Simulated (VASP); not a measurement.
# Sb (R-3m) in VASP: notebook, part 2 of 3

VASP 6.6.1.

### Step 3. Single point, r2SCAN0

This run uses another cell than the first one, of 30.21 Å³/atom.

Input file POSCAR:

```
Sb
1.0
    2.1542000000      1.2437279499      3.7580000000
   -2.1542000000      1.2437279499      3.7580000000
    0.0000000000     -2.4874558998      3.7580000000
Sb
2
Direct
    0.7665100000      0.7665100000      0.7665100000
    0.2334900000      0.2334900000      0.2334900000
```

Input file INCAR.step1:

```
SYSTEM = Sb
ALGO = Normal
EDIFF = 1E-5
ENCUT = 440
GGA = PE
GGA_COMPAT = .False.
ISIF = 2
ISMEAR = -1
LASPH = .True.
LCHARG = .False.
LREAL = .False.
LWAVE = .True.
NBANDS = 22
NELM = 120
PREC = Accurate
SIGMA = 0.05
```

Input file INCAR.step2:

```
SYSTEM = Sb
AEXX = 0.25
ALGO = Normal
EDIFF = 1E-6
ENCUT = 440
GGA_COMPAT = .False.
ISIF = 2
ISMEAR = -1
ISTART = 1
LASPH = .True.
LCHARG = .False.
LHFCALC = .True.
LMIXTAU = .True.
LREAL = .False.
LWAVE = .False.
METAGGA = R2SCAN
NBANDS = 22
NELM = 120
PREC = Accurate
PRECFOCK = Normal
SIGMA = 0.05
```

Input file KPOINTS:

```
k-points
0
Gamma
  4 4 4
  0 0 0
```

Potentials or basis: VASP PAW PBE potentials, release 64 (Sb_d_GW).

Command:

```
cat potpaw_PBE.64/Sb_d_GW/POTCAR > POTCAR
cp INCAR.step1 INCAR
mpirun -np 1 vasp_std > vasp.out
cp INCAR.step2 INCAR
mpirun -np 1 vasp_std > vasp.out
```

OUTCAR:

```text
SYSTEM = Sb
   AEXX = 0.25
   EDIFF = 1E-6
   ENCUT = 440
   ISIF = 2
   ISMEAR = -1
   ISTART = 1
   LASPH = .True.
   LHFCALC = .True.
   LREAL = .False.
   METAGGA = R2SCAN
   NELM = 120
   PREC = Accurate
   PRECFOCK = Normal

 ion  position               nearest neighbor table
   1  0.767  0.767  0.767-   2 2.91   2 2.91   2 2.91   2 3.35   2 3.35   2 3.35
   2  0.233  0.233  0.233-   1 2.91   1 2.91   1 2.91   1 3.35   1 3.35   1 3.35

  LATTYP: Found a trigonal (rhomboedric) cell.
 ALAT       =     4.5066618304
 COS(alpha) =     0.5430253624

  Lattice vectors:

 A1 = (   2.1542000000,   1.2437279499,   3.7580000000)
 A2 = (  -2.1542000000,   1.2437279499,   3.7580000000)
 A3 = (   0.0000000000,  -2.4874558998,   3.7580000000)

Analysis of symmetry for initial positions (statically):
=====================================================================
 Subroutine PRICEL returns:
 Original cell was already a primitive cell.

 Routine SETGRP: Setting up the symmetry group for a
 trigonal (rhombohedral) supercell.

 Subroutine GETGRP returns: Found 12 space group operations
 (whereof 12 operations were pure point group operations)
 out of a pool of 12 trial point group operations.

The static configuration has the point symmetry D_3d.

Analysis of symmetry for dynamics (positions and initial velocities):
=====================================================================
 Subroutine PRICEL returns:
 Original cell was already a primitive cell.

 Routine SETGRP: Setting up the symmetry group for a
 trigonal (rhombohedral) supercell.

 Subroutine GETGRP returns: Found 12 space group operations
 (whereof 12 operations were pure point group operations)
 out of a pool of 12 trial point group operations.

The dynamic configuration has the point symmetry D_3d.

[... 107 lines left out ...]
  volume/ion in A,a.u.               =      30.21       203.84
  Fermi-wavevector in a.u.,A,eV,Ry     =   1.296409  2.449858 22.866996  1.680677
  Thomas-Fermi vector in A             =   2.427867
   LORBIT       =      0    0 simple, 1 ext, 2 COOP (PROOUT), +10 PAW based schemes
   METAGGA = R2SCAN    functional components
   LHFCALC =     T    Hartree Fock is set to
   PRECFOCK=normal    Normal, Fast or Accurate (Low or Medium for compatibility)
   ENCUT4O =  -1.0   cutoff for four orbital integrals eV
   NKREDX  =     1    reduce k-point grid by
   NKREDY  =     1    reduce k-point grid by
   NKREDZ  =     1    reduce k-point grid by
   AEXX    =    0.2500 exact exchange contribution
   HFSCREEN=    0.0000 screening length (either q_TF or 0.3 A-1)
   HFSCREENC=   0.0000 screening length for correlation (either q_TF or 0.3 A-1)
   ENCUTFOCK=  -1.0 apply spherical cutoff to Coloumb kernel
   IVDW    =     0    specifies the selected vdW correction
   LEPSILON=     F    determine dielectric tensor
   LRPA    =     F    only Hartree local field effects (RPA)
 non-spin polarized calculation
  energy-cutoff  :      440.00
  volume of cell :       60.41
 maximum number of plane-waves:      1285
 NGX is ok and might be reduce to    32
  NGX = 24; NGY = 24; NGZ = 24

 number of electron      29.9999995 magnetization

 Free energy of the ion-electron system (eV)
  ---------------------------------------------------
  ext. energy  EPLUGINS =         0.00000000
  ---------------------------------------------------
  free energy    TOTEN  =       -43.58248934 eV

  energy without entropy =      -43.58248353  energy(sigma->0) =      -43.58248644

 E-fermi :   5.1606     XC(G=0):  -8.3186

 val. band max:        4.7292268379   @ k =   0.5000   0.5000   0.5000
 cond. band min:       5.6489315199   @ k =   0.5000  -0.0000   0.0000
 fundamental gap:      0.9197046820
 Fermi energy:         5.1606487550

 k-point     1 :       0.0000    0.0000    0.0000
  band No.  band energies     occupation
      1     -27.7730      2.00000
      2     -27.7730      2.00000
      3     -27.6716      2.00000
      4     -27.6716      2.00000
      5     -27.6292      2.00000
      6     -27.5383      2.00000
[... 314 lines left out ...]
     21      15.5153      0.00000
     22      16.0135      0.00000

------------------------ aborting loop because EDIFF is reached ----------------------------------------

  FORCE on cell =-STRESS in cart. coord.  units (eV):
  Direction    XX          YY          ZZ          XY          YZ          ZX
  --------------------------------------------------------------------------------------
  -------------------------------------------------------------------------------------
  Total        0.1683463      0.1683463     -0.0223341      0.0000000      0.0000000      0.0000000
  in kB        4.4647250      4.4647250     -0.5923238      0.0000000      0.0000000      0.0000000
  external PRESSURE =       2.7790421 kB  Pullay stress =       0.0000000 kB

 VOLUME and BASIS-vectors are now :
 -----------------------------------------------------------------------------
  energy-cutoff  :      440.00
  volume of cell :       60.41
      direct lattice vectors                 reciprocal lattice vectors
     2.154200000  1.243727950  3.758000000     0.232104726  0.134005726  0.088699663
    -2.154200000  1.243727950  3.758000000    -0.232104726  0.134005726  0.088699663
     0.000000000 -2.487455900  3.758000000     0.000000000 -0.268011452  0.088699663

 POSITION                                       TOTAL-FORCE (eV/Angst)
 -----------------------------------------------------------------------------------
      0.00000      0.00000      8.64163         0.000000      0.000000      0.480981
      0.00000      0.00000      2.63237         0.000000     -0.000000     -0.480981
 -----------------------------------------------------------------------------------
    total drift:                                0.000000      0.000003     -0.000009

  FREE ENERGIE OF THE ION-ELECTRON SYSTEM (eV)
  ---------------------------------------------------
  free  energy   TOTEN  =       -43.5824893418 eV

  energy  without entropy=      -43.5824835337  energy(sigma->0) =      -43.58248644
```

OUTCAR.step1:

```text
SYSTEM = Sb
   EDIFF = 1E-5
   ENCUT = 440
   GGA = PE
   ISIF = 2
   ISMEAR = -1
   LASPH = .True.
[... 533 lines left out ...]
      0.00000      0.00000      8.64163         0.000000      0.000000      0.081554
      0.00000      0.00000      2.63237         0.000000      0.000000     -0.081554
 -----------------------------------------------------------------------------------
    total drift:                                0.000000      0.000000      0.000000

  FREE ENERGIE OF THE ION-ELECTRON SYSTEM (eV)
  ---------------------------------------------------
  free  energy   TOTEN  =        -8.3325139540 eV

  energy  without entropy=       -8.3273065875  energy(sigma->0) =       -8.32991027
```

OSZICAR.step1:

```text
N       E                     dE             d eps       ncg     rms          rms(c)
DAV:   1     0.233501905878E+03    0.23350E+03   -0.91231E+03   794   0.122E+04
DAV:   2     0.241901952890E+02   -0.20931E+03   -0.20114E+03  1112   0.144E+03
DAV:   3    -0.701442306871E+01   -0.31205E+02   -0.31015E+02  1132   0.233E+02
DAV:   4    -0.829213060370E+01   -0.12777E+01   -0.12771E+01   992   0.341E+01
DAV:   5    -0.833306580990E+01   -0.40935E-01   -0.40931E-01   932   0.106E+01    0.382E+00
DAV:   6    -0.833290232555E+01    0.16348E-03   -0.35859E-02  1126   0.519E+00    0.236E+00
DAV:   7    -0.833234894681E+01    0.55338E-03   -0.10261E-02  1066   0.460E+00    0.100E-01
DAV:   8    -0.833243231263E+01   -0.83366E-04   -0.12764E-03   960   0.124E+00    0.545E-02
DAV:   9    -0.833250777266E+01   -0.75460E-04   -0.73610E-05   680   0.154E-01    0.213E-02
DAV:  10    -0.833251395403E+01   -0.61814E-05   -0.76881E-06   488   0.147E-01
   1 F= -.83325140E+01 E0= -.83299103E+01  d E =-.520737E-02
```

Wall time 18 min (1 thread of AMD EPYC 9R45 (Zen 5), shared host); peak memory 0.18 GiB.

What came out:

| Quantity | Value |
| --- | --- |
| Free energy | -43.5825 eV |
| Pressure | 0.3 GPa |
| Largest force | 0.481 eV/Å |
| Band gap on the k mesh | 0.92 eV (least direct gap 1.05 eV) |

Forces in eV/Å, atoms in the order of the input:
```
Sb   0.000  0.000  0.481
Sb   0.000  0.000 -0.481
```

Levels at points of the mesh, in eV from the valence-band top:
| k point | band 12 | band 13 | band 14 | band 15 | band 16 | band 17 | band 18 | band 19 |
| --- | --- | --- | --- | --- | --- | --- | --- | --- |
| (0.00, 0.00, 0.00) | -5.06 | -2.42 | -2.09 | -2.09 | 3.35 | 4.09 | 4.09 | 6.73 |
| (0.50, 0.00, 0.00) | -10.98 | -2.23 | -2.11 | -0.29 | 0.92 | 1.33 | 1.51 | 9.52 |
| (0.50, 0.50, 0.00) | -8.98 | -6.25 | -4.37 | -4.22 | 2.77 | 6.66 | 7.31 | 8.95 |
| (0.50, 0.50, 0.50) | -10.27 | -1.49 | -1.49 | 0.00 | 1.05 | 1.05 | 2.15 | 8.92 |

Caveat: the k points lie up to 0.44 Å⁻¹ apart; the PAW data sets were made with another functional, which shifts forces and pressure a little; spin-orbit coupling is left out, which moves the levels of the heavy elements.

### Step 4. Single point, PBE0

This run uses another cell than the first one, of 30.81 Å³/atom.

Input file POSCAR:

```
Sb
1.0
    2.1684666409      1.2519647989      3.7828881425
   -2.1684666409      1.2519647989      3.7828881425
    0.0000000000     -2.5039295978      3.7828881425
Sb
2
Direct
    0.7665100000      0.7665100000      0.7665100000
    0.2334900000      0.2334900000      0.2334900000
```

Input file INCAR.step1:

```
ALGO = Normal ; EDIFF = 1E-5
ENCUT = 400 ; GGA = PE
GGA_COMPAT = False ; ISIF = 2
ISMEAR = -1 ; LASPH = True
LCHARG = False ; LREAL = False
LWAVE = True ; NBANDS = 22
NELM = 120 ; PREC = Accurate
SIGMA = 0.05
```

Input file INCAR.step2:

```
AEXX = 0.25 ; ALGO = Normal
EDIFF = 1E-6 ; ENCUT = 400
GGA = PE ; GGA_COMPAT = False
ISIF = 2 ; ISMEAR = -1
ISTART = 1 ; LASPH = True
LCHARG = False ; LHFCALC = True
LREAL = False ; LWAVE = False
NBANDS = 22 ; NELM = 120
PREC = Accurate ; PRECFOCK = Normal
SIGMA = 0.05
```

Input file KPOINTS:

```
k-points
0
Gamma
  4 4 4
```

Command:

```
cat potpaw_PBE.64/Sb_d_GW/POTCAR > POTCAR
cp INCAR.step1 INCAR
mpirun -np 1 vasp_std > vasp.out
cp INCAR.step2 INCAR
mpirun -np 1 vasp_std > vasp.out
```

It took 15 min on 1 thread of Intel Xeon 6975P-C (Granite Rapids), shared host; peak memory 0.19 GiB.

The run converged. Its results:

| Item | Value |
| --- | --- |
| Free energy | -11.0393 eV |
| Pressure | -0.9 GPa |
| Largest force | 0.474 eV/Å |
| Band gap on the k mesh | 0.93 eV (least direct gap 1.04 eV) |

Forces on the atoms (eV/Å):
```
Sb   0.000  0.000  0.474
Sb   0.000  0.000 -0.474
```

Stress tensor (GPa, compression positive):
```
-0.77  0.00  0.00
 0.00 -0.77  0.00
 0.00  0.00 -1.24
```

Levels at points of the mesh, in eV from the valence-band top:
```
           k point  band 12  band 13  band 14  band 15  band 16  band 17  band 18  band 19
(0.00, 0.00, 0.00)    -5.01    -2.10    -1.79    -1.79     3.42     4.12     4.12     6.61
(0.50, 0.00, 0.00)   -10.45    -1.94    -1.82    -0.11     0.93     1.35     1.65     9.20
(0.50, 0.50, 0.00)    -8.60    -5.83    -3.97    -3.84     2.80     6.53     7.11     8.64
(0.50, 0.50, 0.50)    -9.76    -1.25    -1.25     0.00     1.24     1.24     2.11     8.62
```

Caveat: the k points lie up to 0.44 Å⁻¹ apart; the PAW data sets were made with another functional, which shifts forces and pressure a little; spin-orbit coupling is left out, which moves the levels of the heavy elements. A k mesh can miss the band edges.

(Continued in part 3 of 3.)
